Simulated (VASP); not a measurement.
A run of VASP 6.6.1 is set up as follows.

The input INCAR:

```
SYSTEM = LiF
ALGO = Normal ; EDIFF = 1E-6
ENCUT = 520 ; GGA = PE
ISIF = 2 ; ISMEAR = 0
LASPH = .True. ; LCHARG = .True.
LELF = .True. ; LREAL = .False.
LVHAR = .True. ; LWAVE = .False.
NBANDS = 12 ; NELM = 60
PREC = Accurate ; SIGMA = 0.1
```

The input KPOINTS:

```
k-points
0
Gamma
  8 8 8
  0 0 0
```

Contents of POSCAR:

```
LiF
1.0
    0.0000000000      2.0322729500      2.0322729500
    2.0322729500      0.0000000000      2.0322729500
    2.0322729500      2.0322729500      0.0000000000
Li F
1 1
Direct
    0.2500000000      0.2500000000      0.2500000000
    0.5000000000      0.5000000000      0.5000000000
```

Potentials or basis: VASP PAW PBE potentials, release 64 (Li_sv, F).

Run with:

```bash
$ cat potpaw_PBE.64/Li_sv/POTCAR potpaw_PBE.64/F/POTCAR > POTCAR
$ mpirun -np 1 vasp_std > vasp.out
```

Problem. Predict the band gap on the k mesh.

Solution. 8.88 eV, direct.

 A k mesh can miss the band edges.
